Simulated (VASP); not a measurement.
Input of a VASP 6.6.1 run:

INCAR

```
ALGO = Normal ; EDIFF = 1E-7
ENCUT = 520 ; GGA = PE
ISIF = 2 ; ISMEAR = 0
ISPIN = 2 ; LASPH = True
LCHARG = False ; LMAXMIX = 6
LORBIT = 11 ; LREAL = False
LWAVE = False ; MAGMOM = 0 0 0 1 0 0
NBANDS = 46 ; NELM = 150
PREC = Accurate ; SIGMA = 0.15
```

The input KPOINTS:

```
k-points
0
Gamma
  3 3 3
```

File POSCAR:

```
Na3YbGeSe
1.0
    6.3168027274     -0.0000000031      0.0000000000
   -3.1584013611      5.4705116342      0.0000000000
    0.0000000000      0.0000000000      4.6154995701
Na Yb Ge Se
3 1 1 1
Direct
    0.6734600564      0.8367300282      0.5000000000
    0.1632699718      0.8367300282      0.5000000000
    0.1632699718      0.3265399436      0.5000000000
    0.6666666667      0.3333333333      0.0000000000
    0.3333333333      0.6666666667      0.0000000000
    0.0000000000      0.0000000000      0.0000000000
```

Potentials or basis: VASP PAW PBE potentials, release 64 (Na_pv, Yb, Ge_d, Se).

The run is started by

```console
$ cat potpaw_PBE.64/Na_pv/POTCAR potpaw_PBE.64/Yb/POTCAR potpaw_PBE.64/Ge_d/POTCAR potpaw_PBE.64/Se/POTCAR > POTCAR
$ mpirun -np 1 vasp_std > vasp.out
```

(1) Estimate the largest force.

(2) Estimate the site moments.

Answers

(1) 0.006 eV/Å.

(2) Na -0.00; Yb +0.01; Ge -0.14; Se -0.03 μB.

Caveat: the k points lie up to 0.45 Å⁻¹ apart.
